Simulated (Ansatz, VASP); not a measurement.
**SiNi in VASP and in Ansatz**

File INCAR:

```
SYSTEM = SiNi
  PREC = Accurate
  ENCUT = 520
  EDIFF = 1E-6
  ISMEAR = -1
  SIGMA = 0.08
  LREAL = .FALSE.
  LASPH = .TRUE.
  NELM = 80
  ALGO = Normal
  ISIF = 2
  LWAVE = .FALSE.
  LCHARG = .FALSE.
  NBANDS = 14
```

File KPOINTS:

```
Automatic mesh
0
G
  16 16 16
  0 0 0
```

POSCAR

```
SiNi
1.0
    0.0000000000      1.9019528413      1.9019528413
    1.9019528413      0.0000000000      1.9019528413
    1.9019528413      1.9019528413      0.0000000000
Ni Si
1 1
Direct
    0.0000000000      0.0000000000      0.0000000000
    0.5000000000      0.5000000000      0.5000000000
```

Input for Ansatz:

```yaml
crystal:
  lattice:
    - [0.0, 1.9019528413, 1.9019528413]
    - [1.9019528413, 0.0, 1.9019528413]
    - [1.9019528413, 1.9019528413, 0.0]
  atoms:
    - { symbol: Ni, position: [0.0, 0.0, 0.0] }
    - { symbol: Si, position: [0.5, 0.5, 0.5] }
kpoints:
  mp_grid: { grid: [16, 16, 16] }
scf:
  occupations: { method: fermi_dirac, width: 0.08 }
hamiltonian:
  xc: lda
  pseudopotentials: { kind: all_electron, datasets: crystal }
output:
  forces: true
  stress: true
  eigenvalues: true
```

Change from the starting cell: volume scaled by 0.55, crystal datasets.

Alike in both runs: task single point; functional LDA; k mesh 16 × 16 × 16; occupations fermi-dirac, width 0.08 eV; no spin polarisation.

```csv
,VASP,Ansatz
version,VASP 6.6.1,Ansatz 0.2.0
potentials or method,"VASP PAW LDA potentials, release 64 (Ni, Si), cutoff 520 eV","all-electron PAW with datasets made for the crystal, scalar-relativistic"
```

|  | VASP | Ansatz | Ansatz less VASP |
| --- | --- | --- | --- |
| pressure (GPa) | 367.5 | 361.0 | -6.49 |

LDA's correlation is that of Perdew and Zunger in VASP and of Perdew and Wang (1992) in Ansatz. Both programs put the cell under a high pressure, so it lies far from rest at this level. Ansatz ran all-electron here, and VASP with PAW potentials.

Noted on VASP's run: the cell as given lies far from equilibrium.
